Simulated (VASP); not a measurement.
A run of VASP 6.6.1 is set up as follows.

INCAR

```
SYSTEM = Al2Cu
PREC = Accurate ; ENCUT = 520
EDIFF = 1E-6 ; ISMEAR = 0
SIGMA = 0.1 ; LREAL = .False.
LASPH = .True. ; NELM = 60
ALGO = Normal ; ISIF = 2
LWAVE = .False. ; LCHARG = .True.
GGA = PS ; LELF = .True.
LVHAR = .True. ; NBANDS = 16
```

The input KPOINTS:

```
regular mesh
0
Gamma
  16 16 16
  0 0 0
```

Contents of POSCAR:

```
Al2Cu
1.0
   -1.7824436363      1.7824436363      2.5207559646
    1.7824436363     -1.7824436363      2.5207559646
    1.7824436363      1.7824436363     -2.5207559646
Al Cu
2 1
Direct
    0.7500000000      0.2500000000      0.5000000000
    0.2500000000      0.7500000000      0.5000000000
    0.5000000000      0.5000000000      0.0000000000
```

Potentials or basis: VASP PAW PBE potentials, release 64 (Al, Cu).

Run with:

```console
$ cat potpaw_PBE.64/Al/POTCAR potpaw_PBE.64/Cu/POTCAR > POTCAR
$ mpirun -np 1 vasp_std > vasp.out
```

**Question.** Estimate the pressure.

**Answer.** 90.2 GPa.

**Question.** What does it give for the band gap on the k mesh?

**Answer.** Zero (an odd number of electrons rules out a gap without spin polarisation).

Caveat: the cell stands under pressure; the PAW data sets were made with another functional, which shifts forces and pressure a little.
